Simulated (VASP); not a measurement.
# AgBr (rocksalt type) (Fm-3m) in VASP: further runs

AgBr (rocksalt type) is run at these levels: PBE; tasks: single point.

All numbers are computed with VASP 6.6.1; they aren't measurements. Logs are shortened: lines on timing, memory, paths and dates and some standing lists are left out, and cuts for length are marked.

**1. The cell of the first run**

It takes space group Fm-3m (No. 225, cubic). Conventional cell: a = 5.841 Å, b = 5.841 Å, c = 5.841 Å, α = 90.00°, β = 90.00°, γ = 90.00°. Within 3.8 Å of Ag (site symmetry m-3m) lie 6 Br at 2.92 Å. Br (site symmetry m-3m) has 6 Ag at 2.92 Å within 3.8 Å.

**2. Single point, PBE**

Input file INCAR:

```
PREC     = Accurate       # precision mode
ENCUT    = 500            # plane-wave cutoff, eV
EDIFF    = 1E-6           # SCF threshold, eV
ISMEAR   = -1             # smearing method
SIGMA    = 0.03           # smearing width, eV
LREAL    = False          # projectors in reciprocal space
LASPH    = True           # aspherical terms in the spheres
NELM     = 120            # most SCF steps
ALGO     = Normal         # electronic algorithm
ISIF     = 2              # what is computed and relaxed
LWAVE    = False          # write WAVECAR
LCHARG   = False          # write CHGCAR
GGA      = PE             # functional
NBANDS   = 16             # bands
GGA_COMPAT= False
```

Input file KPOINTS:

```
regular mesh
0
Gamma
  13 13 13
```

Input file POSCAR:

```
AgBr
1.0
    0.0000000000      2.9204479467      2.9204479467
    2.9204479467      0.0000000000      2.9204479467
    2.9204479467      2.9204479467      0.0000000000
Ag Br
1 1
Direct
    0.0000000000      0.0000000000      0.0000000000
    0.5000000000      0.5000000000      0.5000000000
```

Potentials or basis: VASP PAW PBE potentials, release 64 (Ag, Br).

Started as:

```bash
$ cat potpaw_PBE.64/Ag/POTCAR potpaw_PBE.64/Br/POTCAR > POTCAR
$ mpirun -np 1 vasp_std > vasp.out
```

OUTCAR:

```text
PREC = Accurate
   ENCUT = 500
   EDIFF = 1E-6
   ISMEAR = -1
   LREAL = False
   LASPH = True
   NELM = 120
   ISIF = 2
   GGA = PE

 ion  position               nearest neighbor table
   1  0.000  0.000  0.000-   2 2.92   2 2.92   2 2.92   2 2.92   2 2.92   2 2.92
   2  0.500  0.500  0.500-   1 2.92   1 2.92   1 2.92   1 2.92   1 2.92   1 2.92

  LATTYP: Found a face centered cubic cell.
 ALAT       =     5.8408958934

  Lattice vectors:

 A1 = (   0.0000000000,   2.9204479467,   2.9204479467)
 A2 = (   2.9204479467,   0.0000000000,   2.9204479467)
 A3 = (   2.9204479467,   2.9204479467,   0.0000000000)

Analysis of symmetry for initial positions (statically):
=====================================================================
 Subroutine PRICEL returns:
 Original cell was already a primitive cell.

 Routine SETGRP: Setting up the symmetry group for a
 face centered cubic supercell.

 Subroutine GETGRP returns: Found 48 space group operations
 (whereof 48 operations were pure point group operations)
 out of a pool of 48 trial point group operations.

The static configuration has the point symmetry O_h .

Analysis of symmetry for dynamics (positions and initial velocities):
=====================================================================
 Subroutine PRICEL returns:
 Original cell was already a primitive cell.

 Routine SETGRP: Setting up the symmetry group for a
 face centered cubic supercell.

 Subroutine GETGRP returns: Found 48 space group operations
 (whereof 48 operations were pure point group operations)
 out of a pool of 48 trial point group operations.

The dynamic configuration has the point symmetry O_h .

 Subroutine INISYM returns: Found 48 space group operations
 (whereof 48 operations are pure point group operations),
 and found     1 'primitive' translations

----------------------------------------------------------------------------------------

                                     Primitive cell

  volume of cell :      49.8171

  direct lattice vectors                    reciprocal lattice vectors
     0.000000000  2.920447947  2.920447947    -0.171206613  0.171206613  0.171206613
     2.920447947  0.000000000  2.920447947     0.171206613 -0.171206613  0.171206613
     2.920447947  2.920447947  0.000000000     0.171206613  0.171206613 -0.171206613

  length of vectors
     4.130137094  4.130137094  4.130137094     0.296538551  0.296538551  0.296538551

  position of ions in fractional coordinates (direct lattice)
     0.000000000  0.000000000  0.000000000
     0.500000000  0.500000000  0.500000000

  ion indices of the primitive-cell ions
   primitive index   ion index
                 1           1
                 2           2

----------------------------------------------------------------------------------------

 KPOINTS: regular mesh

Automatic generation of k-mesh.
 Grid dimensions read from file:
 generate k-points for:   13   13   13

 Generating k-lattice:

  Cartesian coordinates                     Fractional coordinates (reciprocal lattice)
    -0.013169739  0.013169739  0.013169739     0.076923077  0.000000000  0.000000000
     0.013169739 -0.013169739  0.013169739     0.000000000  0.076923077  0.000000000
     0.013169739  0.013169739 -0.013169739     0.000000000  0.000000000  0.076923077

  Length of vectors
     0.022810658  0.022810658  0.022810658

  Shift w.r.t. Gamma in fractional coordinates (k-lattice)
     0.000000000  0.000000000  0.000000000

 Subroutine IBZKPT returns following result:
 ===========================================

 Found     84 irreducible k-points:

 Following reciprocal coordinates:
            Coordinates               Weight
  0.000000  0.000000  0.000000      1.000000
  0.076923  0.000000  0.000000      8.000000
  0.153846  0.000000  0.000000      8.000000
  0.230769  0.000000  0.000000      8.000000
  0.307692  0.000000  0.000000      8.000000
  0.384615  0.000000  0.000000      8.000000
[... 16 lines left out ...]
  0.384615  0.153846  0.000000     24.000000
  0.461538  0.153846  0.000000     24.000000
 [... further k-points ...]
   k-points           NKPTS =     84   k-points in BZ     NKDIM =     84   number of bands    NBANDS=     16
   number of dos      NEDOS =    301   number of ions     NIONS =      2
   total plane-waves  NPLWV =  27000
   dimension x,y,z NGX =    30 NGY =   30 NGZ =   30
   dimension x,y,z NGXF=    60 NGYF=   60 NGZF=   60
   ions per type =               1   1
   NGX,Y,Z   is equivalent  to a cutoff of  12.08, 12.08, 12.08 a.u.
   NGXF,Y,Z  is equivalent  to a cutoff of  24.15, 24.15, 24.15 a.u.
 SYSTEM =  unknown system
   PREC   = accura    normal or accurate (medium, high low for compatibility)
   ISTART =      0    job   : 0-new  1-cont  2-samecut
   ICHARG =      2    charge: 1-file 2-atom 10-const
   ISPIN  =      1    spin polarized calculation?
   LNONCOLLINEAR =      F non collinear calculations
   LSORBIT =      F    spin-orbit coupling
   LASPH  =      T    aspherical Exc in radial PAW
   ENCUT  =  500.0 eV  36.75 Ry    6.06 a.u.   7.53  7.53  7.53*2*pi/ulx,y,z
   NELM   =    120;   NELMIN=  2; NELMDL= -5     # of ELM steps
   EDIFF  = 0.1E-05   stopping-criterion for ELM
   LREAL  =      F    real-space projection
   EDIFFG = 0.1E-04   stopping-criterion for IOM
   NSW    =      0    number of steps for IOM
   IBRION =     -1    ionic relax: 0-MD 1-quasi-New 2-CG
   NFREE  =      0    steps in history (QN), initial steepest desc. (CG)
   ISIF   =      2    stress and relaxation
   ISYM   =      2    0-nonsym 1-usesym 2-fastsym
   POTIM  = 0.5000    time-step for ionic-motion
   TEBEG  =    0.0;   TEEND  =   0.0 temperature during run
   PSTRESS=    0.0 pullay stress
   NELECT =      18.0000    total number of electrons
   NUPDOWN=      -1.0000    fix difference up-down
   EMIN   =  10.00;   EMAX   =-10.00  energy-range for DOS
   EFERMI =   0.00;   METHOD = LEGACY
   ISMEAR =    -1;   SIGMA  =   0.03  broadening in eV -4-tet -1-fermi 0-gaus
   EFERMI_NEDOS =   21; number of points for ismear=-14 and -15
   IALGO  =     38    algorithm
   IMIX   =      4    mixing-type and parameters
     AMIX     =   0.40;   BMIX     =  1.00
     AMIX_MAG =   1.60;   BMIX_MAG =  1.00
  volume/ion in A,a.u.               =      24.91       168.09
  Fermi-wavevector in a.u.,A,eV,Ry     =   1.166021  2.203459 18.498534  1.359604
  Thomas-Fermi vector in A             =   2.302539
   LORBIT       =      0    0 simple, 1 ext, 2 COOP (PROOUT), +10 PAW based schemes
   GGA     = PE    functional components
   LHFCALC =     F    Hartree Fock is set to
   AEXX    =    0.0000 exact exchange contribution
   IVDW    =     0    specifies the selected vdW correction
   LEPSILON=     F    determine dielectric tensor
   LRPA    =     F    only Hartree local field effects (RPA)
 non-spin polarized calculation
  energy-cutoff  :      500.00
  volume of cell :       49.82
 maximum number of plane-waves:      1286
 NGX is ok and might be reduce to    30
   NGX = 15   NGY = 15   NGZ = 15

 number of electron      18.0000001 magnetization

 Free energy of the ion-electron system (eV)
  ---------------------------------------------------
  ext. energy  EPLUGINS =         0.00000000
  ---------------------------------------------------
  free energy    TOTEN  =        -5.00035345 eV

  energy without entropy =       -5.00035341  energy(sigma->0) =       -5.00035343

 E-fermi :   3.3922     XC(G=0):  -9.5966

 val. band max:        2.9786697153   @ k =   0.4615   0.0000   0.0000
 cond. band min:       3.6851575348   @ k =   0.0000   0.0000   0.0000
 fundamental gap:      0.7064878195
 Fermi energy:         3.3922109818

 k-point     1 :       0.0000    0.0000    0.0000
  band No.  band energies     occupation
      1     -11.7570      2.00000
      2       0.4113      2.00000
      3       0.4113      2.00000
      4       0.4117      2.00000
      5       0.4117      2.00000
      6       0.4117      2.00000
[... 8 lines left out ...]
     15      14.5706      0.00000
     16      14.5706      0.00000

 k-point     2 :       0.0769    0.0000    0.0000
  band No.  band energies     occupation
      1     -11.7367      2.00000
      2       0.2399      2.00000
      3       0.2399      2.00000
      4       0.3163      2.00000
      5       0.4264      2.00000
      6       0.4264      2.00000
[... 8 lines left out ...]
     15      14.0528      0.00000
     16      14.3455      0.00000

 k-point     3 :       0.1538    0.0000    0.0000
  band No.  band energies     occupation
      1     -11.6795      2.00000
      2      -0.0889      2.00000
      3      -0.0668      2.00000
      4      -0.0668      2.00000
      5       0.4675      2.00000
      6       0.4675      2.00000
[... 8 lines left out ...]
     15      13.8673      0.00000
     16      14.1563      0.00000

 k-point     4 :       0.2308    0.0000    0.0000
  band No.  band energies     occupation
      1     -11.5966      2.00000
      2      -0.6763      2.00000
      3      -0.3591      2.00000
      4      -0.3591      2.00000
      5       0.5264      2.00000
      6       0.5264      2.00000
[... 8 lines left out ...]
     15      14.1973      0.00000
     16      14.1973      0.00000

 k-point     5 :       0.3077    0.0000    0.0000
  band No.  band energies     occupation
      1     -11.5052      2.00000
      2      -1.2160      2.00000
      3      -0.5958      2.00000
      4      -0.5958      2.00000
      5       0.5904      2.00000
      6       0.5904      2.00000
[... 8 lines left out ...]
     15      14.7633      0.00000
     16      14.7633      0.00000

 k-point     6 :       0.3846    0.0000    0.0000
  band No.  band energies     occupation
      1     -11.4265      2.00000
      2      -1.6138      2.00000
      3      -0.7605      2.00000
      4      -0.7605      2.00000
      5       0.6445      2.00000
      6       0.6445      2.00000
[... 8 lines left out ...]
     15      15.4518      0.00000
     16      15.4518      0.00000

 k-point     7 :       0.4615    0.0000    0.0000
  band No.  band energies     occupation
      1     -11.3809      2.00000
      2      -1.8237      2.00000
      3      -0.8447      2.00000
      4      -0.8447      2.00000
      5       0.6755      2.00000
      6       0.6755      2.00000
[... 8 lines left out ...]
     15      16.0476      0.00000
     16      16.0476      0.00000

 k-point     8 :       0.0769    0.0769    0.0000
  band No.  band energies     occupation
      1     -11.7302      2.00000
      2       0.0209      2.00000
      3       0.3637      2.00000
      4       0.3637      2.00000
      5       0.3981      2.00000
      6       0.4193      2.00000
[... 8 lines left out ...]
     15      15.0108      0.00000
     16      15.0849      0.00000

 k-point     9 :       0.1538    0.0769    0.0000
  band No.  band energies     occupation
      1     -11.6860      2.00000
      2      -0.3143      2.00000
      3       0.1578      2.00000
      4       0.1851      2.00000
      5       0.4216      2.00000
      6       0.4688      2.00000
[... 8 lines left out ...]
     15      14.8784      0.00000
     16      14.9193      0.00000
[... 172 lines left out ...]
 k-point    19 :      -0.0769    0.0769    0.0000
  band No.  band energies     occupation
      1     -11.7043      2.00000
      2      -0.0268      2.00000
      3      -0.0167      2.00000
      4       0.2708      2.00000
      5       0.4358      2.00000
      6       0.4622      2.00000
[... 8 lines left out ...]
     15      14.3643      0.00000
     16      14.7265      0.00000

 k-point    20 :       0.1538    0.1538    0.0000
  band No.  band energies     occupation
      1     -11.6574      2.00000
      2      -0.5933      2.00000
      3       0.2703      2.00000
      4       0.2703      2.00000
      5       0.3604      2.00000
      6       0.4415      2.00000
[... 8 lines left out ...]
     15      16.1089      0.00000
     16      16.1394      0.00000

 k-point    21 :       0.2308    0.1538    0.0000
  band No.  band energies     occupation
      1     -11.5994      2.00000
      2      -0.8660      2.00000
      3       0.0717      2.00000
      4       0.0742      2.00000
      5       0.3930      2.00000
      6       0.5176      2.00000
[... 8 lines left out ...]
     15      15.7539      0.00000
     16      16.0806      0.00000

 k-point    22 :       0.3077    0.1538    0.0000
  band No.  band energies     occupation
      1     -11.5236      2.00000
      2      -1.1169      2.00000
      3      -0.2854      2.00000
      4      -0.2098      2.00000
      5       0.4510      2.00000
      6       0.6031      2.00000
[... 8 lines left out ...]
     15      15.8741      0.00000
     16      15.9180      0.00000

 k-point    23 :       0.3846    0.1538    0.0000
  band No.  band energies     occupation
      1     -11.4467      2.00000
      2      -1.3441      2.00000
      3      -0.6068      2.00000
      4      -0.4648      2.00000
      5       0.5193      2.00000
      6       0.6639      2.00000
[... 8 lines left out ...]
     15      16.0243      0.00000
     16      16.2858      0.00000

 k-point    24 :       0.4615    0.1538    0.0000
  band No.  band energies     occupation
      1     -11.3871      2.00000
      2      -1.5311      2.00000
      3      -0.7870      2.00000
      4      -0.6580      2.00000
      5       0.5886      2.00000
      6       0.6932      2.00000
[... 8 lines left out ...]
     15      16.5006      0.00000
     16      16.5310      0.00000

 [... further k-points ...]
[... 5 lines left out ...]
  --------------------------------------------------------------------------------------
  -------------------------------------------------------------------------------------
  Total       -0.0107681     -0.0107681     -0.0107681      0.0000000      0.0000000      0.0000000
  in kB       -0.3463142     -0.3463142     -0.3463142      0.0000000      0.0000000      0.0000000
  external PRESSURE =      -0.3463142 kB  Pullay stress =       0.0000000 kB

 VOLUME and BASIS-vectors are now :
 -----------------------------------------------------------------------------
  energy-cutoff  :      500.00
  volume of cell :       49.82
      direct lattice vectors                 reciprocal lattice vectors
     0.000000000  2.920447947  2.920447947    -0.171206613  0.171206613  0.171206613
     2.920447947  0.000000000  2.920447947     0.171206613 -0.171206613  0.171206613
     2.920447947  2.920447947  0.000000000     0.171206613  0.171206613 -0.171206613

 POSITION                                       TOTAL-FORCE (eV/Angst)
 -----------------------------------------------------------------------------------
      0.00000      0.00000      0.00000        -0.000000     -0.000000      0.000000
      2.92045      2.92045      2.92045         0.000000      0.000000     -0.000000
 -----------------------------------------------------------------------------------
    total drift:                               -0.000000      0.000000      0.000000

  FREE ENERGIE OF THE ION-ELECTRON SYSTEM (eV)
  ---------------------------------------------------
  free  energy   TOTEN  =        -5.0003534511 eV

  energy  without entropy=       -5.0003534099  energy(sigma->0) =       -5.00035343
```

Run time: 25 s. Hardware: 1 thread of Intel Xeon Platinum 8559C (Emerald Rapids), shared host; peak memory 0.2 GiB.

What came out:

- Free energy: -5.0004 eV
- Pressure: 0.0 GPa
- Band gap on the k mesh: 0.71 eV, indirect (least direct gap 2.44 eV)

Levels at points of the mesh, in eV from the valence-band top:
```tsv
k point	band 6	band 7	band 8	band 9	band 10	band 11	band 12	band 13
(0.00, 0.00, 0.00)	-2.57	-1.73	-1.73	-1.73	0.71	9.95	9.95	9.95
```

[end of part 1 of 2]
